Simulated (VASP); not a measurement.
Input of a VASP 6.6.1 run:

Contents of POSCAR:

```
Te2Mo
1.0
    3.5602328140      0.0000000000      0.0000000000
   -1.7801164070      3.0832520603      0.0000000000
    0.0000000000      0.0000000000     17.5240578200
Te Mo
2 1
Direct
    0.3333333333      0.6666666667      0.8978554500
    0.3333333333      0.6666666667      0.1021445500
    0.0000000000      0.0000000000      0.0085596613
```

The input INCAR.step1:

```
SYSTEM = Te2Mo
ALGO = Normal
EDIFF = 1E-4
ENCUT = 520
GGA = PE
ISMEAR = 0
LASPH = .True.
LCHARG = .False.
LREAL = .False.
LWAVE = .True.
NBANDS = 20
NELM = 100
PREC = Accurate
SIGMA = 0.05
```

INCAR.step2

```
SYSTEM = Te2Mo
ALGO = Normal
EDIFF = 1E-6
ENCUT = 520
ISIF = 2
ISMEAR = 0
ISTART = 1
LASPH = .True.
LCHARG = .False.
LMIXTAU = .True.
LREAL = .False.
LWAVE = .False.
METAGGA = R2SCAN
NBANDS = 20
NELM = 100
PREC = Accurate
SIGMA = 0.05
```

KPOINTS

```
k-points
0
Gamma
  9 9 2
  0 0 0
```

Potentials or basis: VASP PAW PBE potentials, release 64 (Te, Mo_sv).

Run with:

```console
$ cat potpaw_PBE.64/Te/POTCAR potpaw_PBE.64/Mo_sv/POTCAR > POTCAR
$ cp INCAR.step1 INCAR
$ mpirun -np 1 vasp_std > vasp.out
$ cp INCAR.step2 INCAR
$ mpirun -np 1 vasp_std > vasp.out
```

Question: Predict the band gap on the k mesh.

Answer: 1.15 eV.

Question: What does it give for the largest force?

Answer: 3.302 eV/Å.

Forces in eV/Å, atoms in the order of the input:
```
Te   0.000  0.000  1.307
Te   0.000  0.000  1.995
Mo   0.000  0.000 -3.302
```

Caveat: the cell differs from its parent crystal (all Mo atoms moved +0.150 Å, as atom 3 along Cartesian [0 0 1]); the PAW data sets were made with another functional, which shifts forces and pressure a little; spin-orbit coupling is left out, which moves the levels of the heavy elements.
